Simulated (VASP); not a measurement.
BiS:

```
Bi S
1.0
     4.27080    0.00000    0.00000
    -2.13540    3.69862    0.00000
     0.00000    0.00000    5.95245
Bi S
2 2
Direct
  0.00000 0.00000 0.00000
  0.00000 0.00000 0.50000
  0.33333 0.66667 0.25000
  0.66667 0.33333 0.75000
```

```yaml
Program: VASP 6.6.1
Task: relaxation of cell and atoms
Functional: PBE
Potentials_or_basis: VASP PAW PBE potentials, release 64 (Bi_d, S)
Cutoff: 500 eV
k_mesh: 10 × 10 × 6
Occupations: gaussian, width 0.05 eV
Spin: no spin polarisation
```

At the start: pressure 14.0 GPa; volume 23.51 Å³/atom.

Question: How do energy, volume and symmetry change on relaxing?

Answer: Over 12 steps the energy falls by 190.7 meV/atom and the volume is 27.17 Å³/atom (+15.6 %); space group P6_3/mmc (No. 194, to 0.1 Å) before and after.

Step by step:
| step | energy change (eV) | largest force (eV/Å) | pressure (GPa) | volume (Å³) |
| --- | --- | --- | --- | --- |
| 1 | 0.0000 | 0.0000 | 13.98 | 94.03 |
| 2 | -0.4520 | 0.0000 | -5.57 | 124.62 |
| 3 | -0.7110 | 0.0000 | -0.39 | 111.19 |
| 4 | -0.7310 | 0.0000 | -0.19 | 110.47 |
| 5 | -0.7551 | 0.0000 | 0.37 | 108.78 |
| 6 | -0.7576 | 0.0000 | 0.64 | 108.05 |
| 7 | -0.7577 | 0.0000 | 0.80 | 107.61 |
| 8 | -0.7581 | 0.0000 | -0.88 | 110.38 |
| 9 | -0.7623 | 0.0000 | -0.08 | 109.02 |
| 10 | -0.7623 | 0.0000 | -0.07 | 108.99 |
| 11 | -0.7625 | 0.0000 | -0.06 | 108.92 |
| 12 | -0.7628 | 0.0000 | -0.02 | 108.69 |

Final structure:
```xyz
4
Lattice="4.2598 0.0000 0.0000 -2.1299 3.6891 0.0000 0.0000 0.0000 6.9166" Properties=species:S:1:pos:R:3 pbc="T T T"
Bi    0.0000    0.0000    0.0000
Bi    0.0000    0.0000    3.4583
S     0.0000    2.4594    1.7292
S     2.1299    1.2297    5.1875
```

Caveat: the volume moved by over 15 % at a fixed basis, so the end points are rough.
